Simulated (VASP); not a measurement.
# Ni3Ge (Pm-3m) in VASP: further runs

Ni3Ge is run at these levels: LDA; tasks: single point.

All numbers are computed with VASP 6.6.1; they aren't measurements. Logs are shortened: lines on timing, memory, paths and dates and some standing lists are left out, and cuts for length are marked.

## (1) The cell of the first run

Symmetry: Pm-3m, No. 221, cubic system. The conventional cell has a = 3.489 Å, b = 3.489 Å, c = 3.489 Å, α = 90.00°, β = 90.00°, γ = 90.00°. Within 3.3 Å of Ni (site symmetry 4/mmm) lie 8 Ni at 2.47 Å and 4 Ge at 2.47 Å. Within 3.3 Å of Ge (site symmetry m-3m) lie 12 Ni at 2.47 Å.

## (2) Single point, LDA, collinear spin, ferromagnetic start (10.62 Å³/atom)

INCAR

```
SYSTEM = Ni3Ge
PREC     = Accurate       ! precision mode
ENCUT    = 520            ! plane-wave cutoff, eV
EDIFF    = 1E-7           ! SCF threshold, eV
ISMEAR   = 0              ! smearing method
SIGMA    = 0.15           ! smearing width, eV
LREAL    = .FALSE.        ! projectors in reciprocal space
LASPH    = .TRUE.         ! aspherical terms in the spheres
NELM     = 150            ! most SCF steps
ALGO     = Normal         ! electronic algorithm
ISIF     = 2              ! what is computed and relaxed
LWAVE    = .FALSE.        ! write WAVECAR
LCHARG   = .TRUE.         ! write CHGCAR
ISPIN    = 2              ! spin polarisation
MAGMOM   = 0.375 0.375 0.375 0 ! initial moments
LORBIT   = 11             ! projections on sites
NUPDOWN  = 1.125          ! fixed moment
LMAXMIX  = 4              ! l up to which the mixer works
LELF     = .TRUE.         ! ELF
LVHAR    = .TRUE.       
NBANDS   = 34             ! bands
```

KPOINTS

```
regular mesh
0
G
  12 12 12
  0 0 0
```

POSCAR

```
Ni3Ge
1.0
    3.4886992114      0.0000000000      0.0000000000
    0.0000000000      3.4886992114      0.0000000000
    0.0000000000      0.0000000000      3.4886992114
Ni Ge
3 1
Direct
    0.5000000000      0.0000000000      0.5000000000
    0.0000000000      0.5000000000      0.5000000000
    0.5000000000      0.5000000000      0.0000000000
    0.0000000000      0.0000000000      0.0000000000
```

Potentials or basis: VASP PAW LDA potentials, release 64 (Ni, Ge_d).

On the command line:

```
$ cat potpaw_LDA.64/Ni/POTCAR potpaw_LDA.64/Ge_d/POTCAR > POTCAR
$ mpirun -np 1 vasp_std > vasp.out
```

OUTCAR:

```text
SYSTEM = Ni3Ge
   PREC = Accurate
   ENCUT = 520
   EDIFF = 1E-7
   ISMEAR = 0
   LREAL = .FALSE.
   LASPH = .TRUE.
   NELM = 150
   ISIF = 2
   ISPIN = 2
   LORBIT = 11
   NUPDOWN = 1.125

 ion  position               nearest neighbor table
   1  0.500  0.000  0.500-   2 2.47   3 2.47   4 2.47   3 2.47   4 2.47   2 2.47   3 2.47   3 2.47
                             2 2.47   4 2.47   4 2.47   2 2.47
   2  0.000  0.500  0.500-   1 2.47   3 2.47   4 2.47   3 2.47   4 2.47   1 2.47   4 2.47   4 2.47
                             1 2.47   3 2.47   3 2.47   1 2.47
   3  0.500  0.500  0.000-   1 2.47   2 2.47   4 2.47   1 2.47   2 2.47   1 2.47   4 2.47   1 2.47
                             2 2.47   4 2.47   2 2.47   4 2.47
   4  0.000  0.000  0.000-   1 2.47   2 2.47   3 2.47   1 2.47   2 2.47   2 2.47   3 2.47   2 2.47
                             1 2.47   3 2.47   1 2.47   3 2.47

  LATTYP: Found a simple cubic cell.
 ALAT       =     3.4886992114

  Lattice vectors:

 A1 = (   3.4886992114,   0.0000000000,   0.0000000000)
 A2 = (   0.0000000000,   3.4886992114,   0.0000000000)
 A3 = (   0.0000000000,   0.0000000000,   3.4886992114)

Analysis of symmetry for initial positions (statically):
=====================================================================
 Subroutine PRICEL returns:
 Original cell was already a primitive cell.

 Routine SETGRP: Setting up the symmetry group for a
 simple cubic supercell.

 Subroutine GETGRP returns: Found 48 space group operations
 (whereof 48 operations were pure point group operations)
 out of a pool of 48 trial point group operations.

The static configuration has the point symmetry O_h .

Analysis of symmetry for dynamics (positions and initial velocities):
=====================================================================
 Subroutine PRICEL returns:
 Original cell was already a primitive cell.

 Routine SETGRP: Setting up the symmetry group for a
 simple cubic supercell.

 Subroutine GETGRP returns: Found 48 space group operations
 (whereof 48 operations were pure point group operations)
 out of a pool of 48 trial point group operations.

The dynamic configuration has the point symmetry O_h .

Analysis of structural, dynamic, and magnetic symmetry:
=====================================================================
 Subroutine PRICEL returns:
 Original cell was already a primitive cell.

 Routine SETGRP: Setting up the symmetry group for a
 simple cubic supercell.

 Subroutine GETGRP returns: Found 48 space group operations
 (whereof 48 operations were pure point group operations)
 out of a pool of 48 trial point group operations.

The overall configuration has the point symmetry O_h .

 Subroutine INISYM returns: Found 48 space group operations
 (whereof 48 operations are pure point group operations),
 and found     1 'primitive' translations

----------------------------------------------------------------------------------------

                                     Primitive cell

  volume of cell :      42.4610

  direct lattice vectors                    reciprocal lattice vectors
     3.488699211  0.000000000  0.000000000     0.286639787  0.000000000  0.000000000
     0.000000000  3.488699211  0.000000000     0.000000000  0.286639787  0.000000000
     0.000000000  0.000000000  3.488699211     0.000000000  0.000000000  0.286639787

  length of vectors
     3.488699211  3.488699211  3.488699211     0.286639787  0.286639787  0.286639787

  position of ions in fractional coordinates (direct lattice)
     0.500000000  0.000000000  0.500000000
     0.000000000  0.500000000  0.500000000
     0.500000000  0.500000000  0.000000000
     0.000000000  0.000000000  0.000000000

  ion indices of the primitive-cell ions
   primitive index   ion index
                 1           1
                 2           2
                 3           3
                 4           4

----------------------------------------------------------------------------------------

 KPOINTS: regular mesh

Automatic generation of k-mesh.
 Grid dimensions read from file:
 generate k-points for:   12   12   12

 Generating k-lattice:

  Cartesian coordinates                     Fractional coordinates (reciprocal lattice)
     0.023886649  0.000000000  0.000000000     0.083333333  0.000000000  0.000000000
     0.000000000  0.023886649  0.000000000     0.000000000  0.083333333  0.000000000
     0.000000000  0.000000000  0.023886649     0.000000000  0.000000000  0.083333333

  Length of vectors
     0.023886649  0.023886649  0.023886649

  Shift w.r.t. Gamma in fractional coordinates (k-lattice)
     0.000000000  0.000000000  0.000000000

 Subroutine IBZKPT returns following result:
 ===========================================

 Found     84 irreducible k-points:

 Following reciprocal coordinates:
            Coordinates               Weight
  0.000000  0.000000  0.000000      1.000000
  0.083333  0.000000  0.000000      6.000000
  0.166667  0.000000  0.000000      6.000000
  0.250000  0.000000  0.000000      6.000000
  0.333333  0.000000  0.000000      6.000000
  0.416667  0.000000  0.000000      6.000000
[... 16 lines left out ...]
  0.333333  0.333333  0.000000     12.000000
  0.416667  0.333333  0.000000     24.000000
 [... further k-points ...]
   k-points           NKPTS =     84   k-points in BZ     NKDIM =     84   number of bands    NBANDS=     34
   number of dos      NEDOS =    301   number of ions     NIONS =      4
   total plane-waves  NPLWV =  21952
   dimension x,y,z NGX =    28 NGY =   28 NGZ =   28
   dimension x,y,z NGXF=    56 NGYF=   56 NGZF=   56
   ions per type =               3   1
   NGX,Y,Z   is equivalent  to a cutoff of  13.34, 13.34, 13.34 a.u.
   NGXF,Y,Z  is equivalent  to a cutoff of  26.69, 26.69, 26.69 a.u.
 SYSTEM =  Ni3Ge
   PREC   = accura    normal or accurate (medium, high low for compatibility)
   ISTART =      0    job   : 0-new  1-cont  2-samecut
   ICHARG =      2    charge: 1-file 2-atom 10-const
   ISPIN  =      2    spin polarized calculation?
   LNONCOLLINEAR =      F non collinear calculations
   LSORBIT =      F    spin-orbit coupling
   LASPH  =      T    aspherical Exc in radial PAW
   ENCUT  =  520.0 eV  38.22 Ry    6.18 a.u.   6.49  6.49  6.49*2*pi/ulx,y,z
   NELM   =    150;   NELMIN=  2; NELMDL= -5     # of ELM steps
   EDIFF  = 0.1E-06   stopping-criterion for ELM
   LREAL  =      F    real-space projection
   EDIFFG = 0.1E-05   stopping-criterion for IOM
   NSW    =      0    number of steps for IOM
   IBRION =     -1    ionic relax: 0-MD 1-quasi-New 2-CG
   NFREE  =      0    steps in history (QN), initial steepest desc. (CG)
   ISIF   =      2    stress and relaxation
   ISYM   =      2    0-nonsym 1-usesym 2-fastsym
   POTIM  = 0.5000    time-step for ionic-motion
   TEBEG  =    0.0;   TEEND  =   0.0 temperature during run
   PSTRESS=    0.0 pullay stress
   NELECT =      44.0000    total number of electrons
   NUPDOWN=       1.1250    fix difference up-down
   EMIN   =  10.00;   EMAX   =-10.00  energy-range for DOS
   EFERMI =   0.00;   METHOD = LEGACY
   ISMEAR =     0;   SIGMA  =   0.15  broadening in eV -4-tet -1-fermi 0-gaus
   EFERMI_NEDOS =   21; number of points for ismear=-14 and -15
   IALGO  =     38    algorithm
   IMIX   =      4    mixing-type and parameters
     AMIX     =   0.40;   BMIX     =  1.00
     AMIX_MAG =   1.60;   BMIX_MAG =  1.00
  volume/ion in A,a.u.               =      10.62        71.64
  Fermi-wavevector in a.u.,A,eV,Ry     =   1.656643  3.130601 37.340716  2.744465
  Thomas-Fermi vector in A             =   2.744532
   LORBIT       =     11    0 simple, 1 ext, 2 COOP (PROOUT), +10 PAW based schemes
   GGA     = CA    functional components
   LHFCALC =     F    Hartree Fock is set to
   AEXX    =    0.0000 exact exchange contribution
   IVDW    =     0    specifies the selected vdW correction
   LEPSILON=     F    determine dielectric tensor
   LRPA    =     F    only Hartree local field effects (RPA)
 spin polarized calculation
 Gauss-broadening in eV      SIGMA  =   0.15
  energy-cutoff  :      520.00
  volume of cell :       42.46
 maximum number of plane-waves:      1189
 NGX is ok and might be reduce to    28
   NGX = 13   NGY = 13   NGZ = 13

 number of electron      43.9999961 magnetization       1.1250000

 Free energy of the ion-electron system (eV)
  ---------------------------------------------------
  ext. energy  EPLUGINS =         0.00000000
  ---------------------------------------------------
  free energy    TOTEN  =       -26.17127366 eV

  energy without entropy =      -26.13338962  energy(sigma->0) =      -26.15233164

 E-fermi :  10.4237     XC(G=0): -14.0406

 val. band max:       11.1092641714   @ k =   0.4167   0.3333   0.0833
 cond. band min:      10.4358674557   @ k =   0.5000   0.2500   0.2500
 fundamental gap:     -0.6733967157
 Fermi energy:        11.1103112577

 spin component 1

 k-point     1 :       0.0000    0.0000    0.0000
  band No.  band energies     occupation
      1     -14.0620      1.00000
      2     -14.0620      1.00000
      3     -14.0456      1.00000
      4     -14.0456      1.00000
      5     -14.0456      1.00000
      6      -2.1925      1.00000
[... 26 lines left out ...]
     33      24.3658      0.00000
     34      27.3487      0.00000
[... 820 lines left out ...]
      4     -14.0448      1.00000
      5     -14.0216      1.00000
      6       0.4636      1.00000
[... 26 lines left out ...]
     33      24.5884      0.00000
     34      26.1911      0.00000

 [... further k-points ...]

 spin component 2

 k-point     1 :       0.0000    0.0000    0.0000
  band No.  band energies     occupation
      1     -14.0584      1.00000
      2     -14.0584      1.00000
      3     -14.0424      1.00000
      4     -14.0424      1.00000
      5     -14.0424      1.00000
      6      -2.1605      1.00000
[... 26 lines left out ...]
     33      24.4259      0.00000
     34      27.4624      0.00000
[... 820 lines left out ...]
      4     -14.0416      1.00000
      5     -14.0181      1.00000
      6       0.4957      1.00000
[... 26 lines left out ...]
     33      24.6699      0.00000
     34      26.2632      0.00000

 [... further k-points ...]
[... 5 lines left out ...]
  --------------------------------------------------------------------------------------
  -------------------------------------------------------------------------------------
  Total        0.5685688      0.5685688      0.5685688      0.0000000      0.0000000     -0.0000000
  in kB       21.4537402     21.4537402     21.4537402      0.0000000      0.0000000     -0.0000000
  external PRESSURE =      21.4537402 kB  Pullay stress =       0.0000000 kB

 VOLUME and BASIS-vectors are now :
 -----------------------------------------------------------------------------
  energy-cutoff  :      520.00
  volume of cell :       42.46
      direct lattice vectors                 reciprocal lattice vectors
     3.488699211  0.000000000  0.000000000     0.286639787  0.000000000  0.000000000
     0.000000000  3.488699211  0.000000000     0.000000000  0.286639787  0.000000000
     0.000000000  0.000000000  3.488699211     0.000000000  0.000000000  0.286639787

 POSITION                                       TOTAL-FORCE (eV/Angst)
 -----------------------------------------------------------------------------------
      1.74435      0.00000      1.74435         0.000000      0.000000      0.000000
      0.00000      1.74435      1.74435         0.000000      0.000000      0.000000
      1.74435      1.74435      0.00000         0.000000      0.000000      0.000000
      0.00000      0.00000      0.00000         0.000000      0.000000      0.000000
 -----------------------------------------------------------------------------------
    total drift:                                0.000000      0.000000      0.000000

  FREE ENERGIE OF THE ION-ELECTRON SYSTEM (eV)
  ---------------------------------------------------
  free  energy   TOTEN  =       -26.1712736581 eV

  energy  without entropy=      -26.1333896222  energy(sigma->0) =      -26.15233164

 total charge

# of ion       s       p       d       tot
------------------------------------------
    1        0.494   0.586   8.448   9.528
    2        0.494   0.586   8.448   9.528
    3        0.494   0.586   8.448   9.528
    4        1.098   1.301  10.157  12.556
--------------------------------------------------
tot          2.580   3.058  35.501  41.139

 magnetization (x)

# of ion       s       p       d       tot
------------------------------------------
    1       -0.001   0.001   0.365   0.366
    2       -0.001   0.001   0.365   0.366
    3       -0.001   0.001   0.365   0.366
    4       -0.001   0.021  -0.005   0.016
--------------------------------------------------
tot         -0.002   0.025   1.091   1.114
```

Wall time 4.9 min (1 thread of Oxide Virtual Turin-like, shared host); peak memory 0.25 GiB.

What came out:

| Property | Result |
| --- | --- |
| Free energy | -26.1713 eV |
| Pressure | 2.1 GPa |
| Net moment | 1.12 μB per cell |
| Site moments | Ni +0.37; Ge +0.02 μB |
| Valence electrons inside the program's atomic spheres | Ni 9.53; Ge 12.56 |

Caveat: the total moment is fixed, so each spin has its own Fermi level and the state may be an excited one.

## (3) Single point, LDA, collinear spin, ferromagnetic start (10.62 Å³/atom)

INCAR

```
SYSTEM = Ni3Ge
ALGO = Fast
EDIFF = 1E-6
ENCUT = 520
GGA = CA
ISIF = 2
ISMEAR = 0
ISPIN = 2
LASPH = .TRUE.
LCHARG = .TRUE.
LELF = .TRUE.
LMAXMIX = 4
LORBIT = 11
LREAL = .FALSE.
LVHAR = .TRUE.
LWAVE = .FALSE.
MAGMOM = 0.625 0.625 0.625 0
NBANDS = 34
NELM = 150
NUPDOWN = 1.875
PREC = Accurate
SIGMA = 0.15
```

KPOINTS

```
k-points
0
G
  12 12 12
  0 0 0
```

POSCAR is that of step 2.

Potentials or basis: VASP PAW LDA potentials, release 64 (Ni, Ge_d).

On the command line:

```
$ cat potpaw_LDA.64/Ni/POTCAR potpaw_LDA.64/Ge_d/POTCAR > POTCAR
$ mpirun -np 1 vasp_std > vasp.out
```

Wall time 5.5 min (1 thread of Oxide Virtual Turin-like, shared host); peak memory 0.24 GiB.

The run converged. Its results:

* Free energy: -25.8533 eV
* Pressure: 4.2 GPa
* Net moment: 1.88 μB per cell
* Site moments: Ni +0.59; Ge +0.06 μB
* Valence electrons inside the program's atomic spheres: Ni 9.52; Ge 12.57

Caveat: the cell stands under pressure; the total moment is fixed, so each spin has its own Fermi level and the state may be an excited one.

## (4) Single point, LDA, collinear spin, ferromagnetic start (11.89 Å³/atom)

This run uses another cell than the first one, of 11.89 Å³/atom.

INCAR

```
SYSTEM = Ni3Ge
ALGO = Normal ; EDIFF = 1E-7
ENCUT = 520 ; ISIF = 2
ISMEAR = 0 ; ISPIN = 2
LASPH = .TRUE. ; LCHARG = .TRUE.
LELF = .TRUE. ; LMAXMIX = 4
LORBIT = 11 ; LREAL = .FALSE.
LVHAR = .TRUE. ; LWAVE = .FALSE.
MAGMOM = 0.375 0.375 0.375 0 ; NBANDS = 34
NELM = 150 ; NUPDOWN = 1.125
PREC = Accurate ; SIGMA = 0.15
```

KPOINTS is that of step 3.

POSCAR

```
Ni3Ge
1.0
    3.6230008795      0.0000000000      0.0000000000
    0.0000000000      3.6230008795      0.0000000000
    0.0000000000      0.0000000000      3.6230008795
Ni Ge
3 1
Direct
    0.5000000000      0.0000000000      0.5000000000
    0.0000000000      0.5000000000      0.5000000000
    0.5000000000      0.5000000000      0.0000000000
    0.0000000000      0.0000000000      0.0000000000
```

On the command line:

```
$ cat potpaw_LDA.64/Ni/POTCAR potpaw_LDA.64/Ge_d/POTCAR > POTCAR
$ mpirun -np 1 vasp_std > vasp.out
```

Run time: 5.4 min. Hardware: 1 thread of Oxide Virtual Turin-like, shared host; peak memory 0.26 GiB.

Results (log left out):

| Property | Result |
| --- | --- |
| Free energy | -25.8673 eV |
| Pressure | -18.7 GPa |
| Net moment | 1.13 μB per cell |
| Site moments | Ni +0.37; Ge +0.01 μB |
| Valence electrons inside the program's atomic spheres | Ni 9.31; Ge 12.39 |

Caveat: the cell stands under tension; the total moment is fixed, so each spin has its own Fermi level and the state may be an excited one.

[end of part 1 of 2]
